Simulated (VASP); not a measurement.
# Al7Ru8 (a cell with a defect) in VASP: further runs

The runs below take Al7Ru8 (a cell with a defect) through single point, with PBE.

Everything below comes from runs of VASP 6.6.1. Logs are shortened: lines on timing, memory, paths and dates and some standing lists are left out, and cuts for length are marked.

### 1 The cell of the first run

The cell holds a defect, 15 atoms: a = 6.017 Å, b = 6.017 Å, c = 6.017 Å, α = 90.00°, β = 90.00°, γ = 90.00°.

### 2 Single point, PBE

INCAR

```
SYSTEM = Al7Ru8
ALGO = Normal
EDIFF = 1E-6
ENCUT = 520
GGA = PE
ISIF = 2
ISMEAR = -1
LASPH = .True.
LCHARG = .True.
LELF = .True.
LREAL = Auto
LVHAR = .True.
LWAVE = .False.
NBANDS = 80
NELM = 100
PREC = Accurate
SIGMA = 0.1
```

KPOINTS

```
k-points
0
Gamma
  2 2 2
  0 0 0
```

POSCAR

```
Al7Ru8
1.0
    6.0171100000      0.0000000000      0.0000000000
    0.0000000000      6.0171100000      0.0000000000
    0.0000000000      0.0000000000      6.0171100000
Ru Al
8 7
Direct
    0.2596291243      0.2607633897      0.2532203998
    0.2387785831      0.2399086937      0.7491295655
    0.2596287919      0.7417024120      0.2532117578
    0.2387780845      0.7625566094      0.7491363794
    0.7405781181      0.2607559111      0.2532217294
    0.7614311522      0.2399002179      0.7491282360
    0.7405766223      0.7417083949      0.2532124226
    0.7614304874      0.7625640881      0.7491348837
    0.0001120139      0.0012356430      0.0735361328
    0.0000905750      0.5012208519     -0.0007982237
    0.0001005466      0.5012502680      0.4988142148
    0.5000975551      0.0012451160     -0.0007897479
    0.5000845921      0.0012230124      0.4988062375
    0.5001066957      0.5012313220     -0.0210805520
    0.5001111829      0.5012374711      0.5225776162
```

Potentials or basis: VASP PAW PBE potentials, release 64 (Ru_pv, Al).

Launch:

```bash
cat potpaw_PBE.64/Ru_pv/POTCAR potpaw_PBE.64/Al/POTCAR > POTCAR
mpirun -np 1 vasp_std > vasp.out
```

OUTCAR:

```text
SYSTEM = Al7Ru8
   EDIFF = 1E-6
   ENCUT = 520
   GGA = PE
   ISIF = 2
   ISMEAR = -1
   LASPH = .True.
   LREAL = Auto
   NELM = 100
   PREC = Accurate

 ion  position               nearest neighbor table
   1  0.260  0.261  0.253-   9 2.46  13 2.59  11 2.59  15 2.61  12 2.62  10 2.62  14 2.63   3 2.89
                             5 2.89   2 2.99   2 3.04   5 3.12   3 3.12
   2  0.239  0.240  0.749-  12 2.61  10 2.61  15 2.61  13 2.61  11 2.61  14 2.62   9 2.82   6 2.87
                             4 2.87   1 2.99   1 3.04   4 3.14   6 3.14
   3  0.260  0.742  0.253-   9 2.46  13 2.59  11 2.59  15 2.61  12 2.62  10 2.62  14 2.63   1 2.89
                             7 2.89   4 2.99   4 3.04   7 3.12   1 3.12
   4  0.239  0.763  0.749-  12 2.61  10 2.61  13 2.61  11 2.61  15 2.61  14 2.62   9 2.82   8 2.87
                             2 2.87   3 2.99   3 3.04   2 3.14   8 3.14
   5  0.741  0.261  0.253-   9 2.46  11 2.59  13 2.59  15 2.61  10 2.62  12 2.62  14 2.63   1 2.89
                             7 2.89   6 2.99   6 3.04   7 3.12   1 3.12
   6  0.761  0.240  0.749-  10 2.61  12 2.61  15 2.61  11 2.61  13 2.61  14 2.62   9 2.82   8 2.87
                             2 2.87   5 2.99   5 3.04   2 3.14   8 3.14
   7  0.741  0.742  0.253-   9 2.46  11 2.59  13 2.59  15 2.61  10 2.62  12 2.62  14 2.63   3 2.89
                             5 2.89   8 2.99   8 3.04   5 3.12   3 3.12
   8  0.761  0.763  0.749-  10 2.61  12 2.61  15 2.61  11 2.61  13 2.61  14 2.62   9 2.82   6 2.87
                             4 2.87   7 2.99   7 3.04   4 3.14   6 3.14
   9  0.000  0.001  0.074-   3 2.46   1 2.46   5 2.46   7 2.46   4 2.82   2 2.82   8 2.82   6 2.82
                            12 3.04  10 3.04  12 3.04  10 3.04
  10  0.000  0.501  0.999-   6 2.61   2 2.61   8 2.61   4 2.61   5 2.62   7 2.62   1 2.62   3 2.62
                            11 3.01  11 3.01  14 3.01  14 3.01   9 3.04   9 3.04
  11  0.000  0.501  0.499-   3 2.59   7 2.59   5 2.59   1 2.59   8 2.61   4 2.61   6 2.61   2 2.61
                            10 3.01  10 3.01  15 3.01  15 3.01
  12  0.500  0.001  0.999-   2 2.61   6 2.61   4 2.61   8 2.61   1 2.62   5 2.62   3 2.62   7 2.62
                            13 3.01  14 3.01  13 3.01  14 3.01   9 3.04   9 3.04
  13  0.500  0.001  0.499-   3 2.59   1 2.59   7 2.59   5 2.59   4 2.61   2 2.61   8 2.61   6 2.61
                            12 3.01  12 3.01  15 3.01  15 3.01
  14  0.500  0.501  0.979-   4 2.62   2 2.62   8 2.62   6 2.62   7 2.63   3 2.63   1 2.63   5 2.63
                            15 2.75  10 3.01  12 3.01  12 3.01  10 3.01  15 3.27
  15  0.500  0.501  0.523-   8 2.61   6 2.61   4 2.61   2 2.61   7 2.61   5 2.61   1 2.61   3 2.61
                            14 2.75  13 3.01  11 3.01  11 3.01  13 3.01  14 3.27

  LATTYP: Found a simple cubic cell.
 ALAT       =     6.0171100000

  Lattice vectors:

 A1 = (   6.0171100000,   0.0000000000,   0.0000000000)
 A2 = (   0.0000000000,   6.0171100000,   0.0000000000)
 A3 = (   0.0000000000,   0.0000000000,   6.0171100000)

Analysis of symmetry for initial positions (statically):
=====================================================================
 Subroutine PRICEL returns:
 Original cell was already a primitive cell.

 Routine SETGRP: Setting up the symmetry group for a
 simple cubic supercell.

 Subroutine GETGRP returns: Found  1 space group operations
 (whereof  1 operations were pure point group operations)
 out of a pool of 48 trial point group operations.

The static configuration has the point symmetry C_1 .

Analysis of symmetry for dynamics (positions and initial velocities):
=====================================================================
 Subroutine PRICEL returns:
 Original cell was already a primitive cell.

 Routine SETGRP: Setting up the symmetry group for a
 simple cubic supercell.

 Subroutine GETGRP returns: Found  1 space group operations
 (whereof  1 operations were pure point group operations)
 out of a pool of 48 trial point group operations.

The dynamic configuration has the point symmetry C_1 .

 Subroutine INISYM returns: Found  1 space group operations
 (whereof  1 operations are pure point group operations),
 and found     1 'primitive' translations

----------------------------------------------------------------------------------------

                                     Primitive cell

[... 59 lines left out ...]

  Length of vectors
     0.083096370  0.083096370  0.083096370

  Shift w.r.t. Gamma in fractional coordinates (k-lattice)
     0.000000000  0.000000000  0.000000000

 Subroutine IBZKPT returns following result:
 ===========================================

 Found      8 irreducible k-points:

 Following reciprocal coordinates:
            Coordinates               Weight
  0.000000  0.000000  0.000000      1.000000
  0.500000  0.000000  0.000000      1.000000
  0.000000  0.500000  0.000000      1.000000
  0.000000  0.000000  0.500000      1.000000
  0.500000  0.500000  0.000000      1.000000
  0.000000  0.500000  0.500000      1.000000
  0.500000  0.000000  0.500000      1.000000
  0.500000  0.500000  0.500000      1.000000
   k-points           NKPTS =      8   k-points in BZ     NKDIM =      8   number of bands    NBANDS=     80
   number of dos      NEDOS =    301   number of ions     NIONS =     15
   total plane-waves  NPLWV = 110592
   dimension x,y,z NGX =    48 NGY =   48 NGZ =   48
   dimension x,y,z NGXF=    96 NGYF=   96 NGZF=   96
   ions per type =               8   7
   NGX,Y,Z   is equivalent  to a cutoff of  13.26, 13.26, 13.26 a.u.
   NGXF,Y,Z  is equivalent  to a cutoff of  26.52, 26.52, 26.52 a.u.
 SYSTEM =  Al7Ru8
   PREC   = accura    normal or accurate (medium, high low for compatibility)
   ISTART =      0    job   : 0-new  1-cont  2-samecut
   ICHARG =      2    charge: 1-file 2-atom 10-const
   ISPIN  =      1    spin polarized calculation?
   LNONCOLLINEAR =      F non collinear calculations
   LSORBIT =      F    spin-orbit coupling
   LASPH  =      T    aspherical Exc in radial PAW
   ENCUT  =  520.0 eV  38.22 Ry    6.18 a.u.  11.19 11.19 11.19*2*pi/ulx,y,z
   NELM   =    100;   NELMIN=  2; NELMDL= -5     # of ELM steps
   EDIFF  = 0.1E-05   stopping-criterion for ELM
   LREAL  =      T    real-space projection
   EDIFFG = 0.1E-04   stopping-criterion for IOM
   NSW    =      0    number of steps for IOM
   IBRION =     -1    ionic relax: 0-MD 1-quasi-New 2-CG
   NFREE  =      0    steps in history (QN), initial steepest desc. (CG)
   ISIF   =      2    stress and relaxation
   ISYM   =      2    0-nonsym 1-usesym 2-fastsym
   POTIM  = 0.5000    time-step for ionic-motion
   TEBEG  =    0.0;   TEEND  =   0.0 temperature during run
   PSTRESS=    0.0 pullay stress
   NELECT =     133.0000    total number of electrons
   NUPDOWN=      -1.0000    fix difference up-down
   EMIN   =  10.00;   EMAX   =-10.00  energy-range for DOS
   EFERMI =   0.00;   METHOD = LEGACY
   ISMEAR =    -1;   SIGMA  =   0.10  broadening in eV -4-tet -1-fermi 0-gaus
   EFERMI_NEDOS =   21; number of points for ismear=-14 and -15
   IALGO  =     38    algorithm
   IMIX   =      4    mixing-type and parameters
     AMIX     =   0.40;   BMIX     =  1.00
     AMIX_MAG =   1.60;   BMIX_MAG =  1.00
  volume/ion in A,a.u.               =      14.52        98.01
  Fermi-wavevector in a.u.,A,eV,Ry     =   1.388793  2.624438 26.242171  1.928745
  Thomas-Fermi vector in A             =   2.512885
   LORBIT       =      0    0 simple, 1 ext, 2 COOP (PROOUT), +10 PAW based schemes
   GGA     = PE    functional components
   LHFCALC =     F    Hartree Fock is set to
   AEXX    =    0.0000 exact exchange contribution
   IVDW    =     0    specifies the selected vdW correction
   LEPSILON=     F    determine dielectric tensor
   LRPA    =     F    only Hartree local field effects (RPA)
 non-spin polarized calculation
  energy-cutoff  :      520.00
  volume of cell :      217.85
 maximum number of plane-waves:      5904
 NGX is ok and might be reduce to    48
   NGX = 23   NGY = 23   NGZ = 23

 number of electron     132.9999987 magnetization

 Free energy of the ion-electron system (eV)
  ---------------------------------------------------
  ext. energy  EPLUGINS =         0.00000000
  ---------------------------------------------------
  free energy    TOTEN  =      -107.64302131 eV

  energy without entropy =     -107.34371486  energy(sigma->0) =     -107.49336809

 E-fermi :   9.5853     XC(G=0): -12.1976

 val. band max:        9.5107671433   @ k =   0.5000   0.0000   0.5000
 cond. band min:       9.5990483192   @ k =   0.0000   0.0000   0.0000
 fundamental gap:      0.0882811758
 Fermi energy:         9.5852587848

 k-point     1 :       0.0000    0.0000    0.0000
  band No.  band energies     occupation
      1     -32.4132      2.00000
      2     -32.3992      2.00000
      3     -32.3808      2.00000
      4     -32.3760      2.00000
      5     -32.3759      2.00000
      6     -32.3516      2.00000
[... 637 lines left out ...]
     77      14.7364      0.00000
     78      14.9431      0.00000
 [bands above 78 left out]

------------------------ aborting loop because EDIFF is reached ----------------------------------------

  FORCE on cell =-STRESS in cart. coord.  units (eV):
  Direction    XX          YY          ZZ          XY          YZ          ZX
  --------------------------------------------------------------------------------------
  -------------------------------------------------------------------------------------
  Total       -8.6304149     -8.6222002     -8.5081540      0.0016318     -0.0046120      0.0014268
  in kB      -63.4714476    -63.4110337    -62.5722933      0.0120009     -0.0339183      0.0104931
  external PRESSURE =     -63.1515915 kB  Pullay stress =       0.0000000 kB

 VOLUME and BASIS-vectors are now :
 -----------------------------------------------------------------------------
  energy-cutoff  :      520.00
  volume of cell :      217.85
      direct lattice vectors                 reciprocal lattice vectors
     6.017110000  0.000000000  0.000000000     0.166192740  0.000000000  0.000000000
     0.000000000  6.017110000  0.000000000     0.000000000  0.166192740  0.000000000
     0.000000000  0.000000000  6.017110000     0.000000000  0.000000000  0.166192740

 POSITION                                       TOTAL-FORCE (eV/Angst)
 -----------------------------------------------------------------------------------
      1.56222      1.56904      1.52365        -0.176049     -0.175079      0.178401
      1.43676      1.44356      4.50759         0.068833      0.068133      0.125005
      1.56222      4.46291      1.52360        -0.175394      0.173896      0.179170
      1.43675      4.58839      4.50764         0.069795     -0.069563      0.125262
      4.45614      1.56900      1.52366         0.175677     -0.175249      0.178841
      4.58162      1.44351      4.50759        -0.068868      0.067536      0.124648
      4.45613      4.46294      1.52361         0.175291      0.173849      0.179252
      4.58161      4.58843      4.50763        -0.070068     -0.069500      0.125373
      0.00067      0.00743      0.44248        -0.001368      0.000745     -1.871426
      0.00054      3.01590      6.01231         0.000320      0.002199      0.104292
      0.00060      3.01608      3.00142         0.000185      0.000065      0.096400
      3.00914      0.00749      6.01236         0.000524      0.001539      0.104425
      3.00906      0.00736      3.00137         0.000885      0.000585      0.096541
      3.00920      3.01596      5.89027         0.000428      0.002226      0.291039
      3.00922      3.01600      3.14441        -0.000192     -0.001381     -0.037222
 -----------------------------------------------------------------------------------
    total drift:                               -0.000404     -0.000130     -0.008201

  FREE ENERGIE OF THE ION-ELECTRON SYSTEM (eV)
  ---------------------------------------------------
  free  energy   TOTEN  =      -107.6430213149 eV

  energy  without entropy=     -107.3437148597  energy(sigma->0) =     -107.49336809
```

Wall time 2.8 min (1 thread of Intel Xeon 6975P-C (Granite Rapids), shared host); peak memory 0.36 GiB.

What came out:

```
Free energy            : -107.6430 eV
Pressure               : -6.3 GPa
Largest force          : 1.871 eV/Å
Band gap on the k mesh : zero (an odd number of electrons rules out a gap without spin polarisation)
```

Forces in eV/Å, atoms in the order of the input:
```
Ru  -0.176 -0.175  0.178
Ru   0.069  0.068  0.125
Ru  -0.175  0.174  0.179
Ru   0.070 -0.070  0.125
Ru   0.176 -0.175  0.179
Ru  -0.069  0.068  0.125
Ru   0.175  0.174  0.179
Ru  -0.070 -0.070  0.125
Al  -0.001  0.001 -1.871
Al   0.000  0.002  0.104
Al   0.000  0.000  0.096
Al   0.001  0.002  0.104
Al   0.001  0.001  0.097
Al   0.000  0.002  0.291
Al   0.000 -0.001 -0.037
```

Stress tensor (GPa, compression positive):
```
-6.35  0.00  0.00
 0.00 -6.34  0.00
 0.00  0.00 -6.26
```

Levels at points of the mesh, in eV from the Fermi level:
| k point | band 65 | band 66 | band 67 | band 68 | band 69 | band 70 |
| --- | --- | --- | --- | --- | --- | --- |
| (0.00, 0.00, 0.00) | 0.41 | 0.46 | 0.52 | 0.52 | 0.60 | 1.48 |
| (0.50, 0.00, 0.00) | -0.25 | -0.13 | 0.33 | 0.39 | 1.53 | 1.53 |
| (0.00, 0.50, 0.00) | -0.25 | -0.13 | 0.33 | 0.39 | 1.53 | 1.53 |
| (0.00, 0.00, 0.50) | -0.27 | 0.06 | 0.38 | 0.46 | 1.57 | 1.60 |
| (0.50, 0.50, 0.00) | -0.44 | -0.32 | -0.25 | -0.25 | 1.05 | 1.18 |
| (0.00, 0.50, 0.50) | -0.30 | -0.20 | -0.11 | -0.07 | 0.73 | 0.85 |
| (0.50, 0.00, 0.50) | -0.30 | -0.20 | -0.11 | -0.07 | 0.73 | 0.85 |
| (0.50, 0.50, 0.50) | -0.86 | -0.84 | -0.75 | -0.75 | -0.61 | -0.61 |

Caveat: the k points lie up to 0.52 Å⁻¹ apart, too coarse for converged energies and pressures of a metal.

### 3 Single point, PBE

INCAR

```
PREC     = Accurate       # precision mode
ENCUT    = 520            # plane-wave cutoff, eV
EDIFF    = 1E-6           # SCF threshold, eV
ISMEAR   = -1             # smearing method
SIGMA    = 0.1            # smearing width, eV
LREAL    = Auto         
LASPH    = T              # aspherical terms in the spheres
NELM     = 100            # most SCF steps
ALGO     = Normal         # electronic algorithm
ISIF     = 2              # what is computed and relaxed
LWAVE    = F              # write WAVECAR
LCHARG   = F              # write CHGCAR
GGA      = PE             # functional
NBANDS   = 80             # bands
```

KPOINTS

```
Automatic mesh
0
Gamma
  2 2 2
```

POSCAR

```
Al7Ru8
1.0
    6.0171100000      0.0000000000      0.0000000000
    0.0000000000      6.0171100000      0.0000000000
    0.0000000000      0.0000000000      6.0171100000
Ru Al
8 7
Direct
    0.2676352934      0.2687994735      0.2526227707
    0.2362838638      0.2374428920      0.7493200224
    0.2676328005      0.7336897614      0.2526108049
    0.2362818695      0.7650456781      0.7493288306
    0.7325360514      0.2687896681      0.2526245989
    0.7638894752      0.2374332528      0.7493183605
    0.7325367161      0.7336980710      0.2526124668
    0.7638904723      0.7650546525      0.7493268363
    0.0000922370      0.0012477751      0.1599335894
    0.0000737896      0.5012279982     -0.0014217789
    0.0000811021      0.5012595748      0.4991815008
    0.5000772796      0.0012545890     -0.0014138016
    0.5000684714      0.0012323192      0.4991733573
    0.5000910736      0.5012402964     -0.0308083116
    0.5000924032      0.5012519299      0.5312246244
```

Potentials or basis: VASP PAW PBE potentials, release 64 (Ru_pv, Al).

Launch:

```bash
cat potpaw_PBE.64/Ru_pv/POTCAR potpaw_PBE.64/Al/POTCAR > POTCAR
mpirun -np 1 vasp_std > vasp.out
```

It took 2.4 min on 1 thread of Intel Xeon 6975P-C (Granite Rapids), shared host; peak memory 0.36 GiB.

The run converged. Its results:

```yaml
Free_energy: -106.3406 eV
Pressure: -3.5 GPa
Largest_force: 2.332 eV/Å
Band_gap_on_the_k_mesh: zero (an odd number of electrons rules out a gap without spin polarisation)
```

Forces on the atoms (eV/Å):
```
Ru  -0.071 -0.071  0.260
Ru   0.015  0.015  0.146
Ru  -0.072  0.071  0.261
Ru   0.016 -0.017  0.146
Ru   0.072 -0.072  0.260
Ru  -0.016  0.015  0.146
Ru   0.072  0.072  0.261
Ru  -0.016 -0.016  0.146
Al   0.000  0.002 -2.332
Al   0.000 -0.001  0.112
Al   0.000  0.001  0.088
Al   0.000 -0.001  0.112
Al   0.000  0.002  0.089
Al  -0.001 -0.001  0.253
Al  -0.001  0.000  0.054
```

Stress tensor (GPa, compression positive):
```
-2.62  0.00  0.00
 0.00 -2.62 -0.01
 0.00 -0.01 -5.22
```

Levels at points of the mesh, in eV from the Fermi level:
```csv
k point,band 62,band 63,band 64,band 65,band 66,band 67,band 68,band 69,band 70,band 71
"(0.00, 0.00, 0.00)",-0.02,0.07,0.21,0.38,0.46,0.48,0.66,0.66,1.36,1.36
"(0.50, 0.00, 0.00)",-0.36,-0.34,-0.31,-0.23,-0.22,0.25,0.30,1.42,1.45,1.75
"(0.00, 0.50, 0.00)",-0.36,-0.34,-0.31,-0.23,-0.22,0.25,0.30,1.42,1.45,1.75
"(0.00, 0.00, 0.50)",-0.33,-0.33,-0.28,-0.23,0.20,0.23,0.43,1.50,1.58,1.81
"(0.50, 0.50, 0.00)",-0.74,-0.63,-0.51,-0.47,-0.44,-0.44,-0.39,1.24,1.37,1.37
"(0.00, 0.50, 0.50)",-0.63,-0.51,-0.38,-0.24,-0.16,-0.15,0.02,0.36,0.86,1.22
"(0.50, 0.00, 0.50)",-0.63,-0.51,-0.38,-0.24,-0.16,-0.15,0.02,0.36,0.86,1.22
"(0.50, 0.50, 0.50)",-1.10,-0.89,-0.89,-0.81,-0.81,-0.76,-0.63,-0.56,-0.56,-0.39
```

Caveat: the k points lie up to 0.52 Å⁻¹ apart, too coarse for converged energies and pressures of a metal.

(Part 1 of 2 ends here.)

The gap in the log of VASP goes by the Fermi energy; the results here count the filled bands.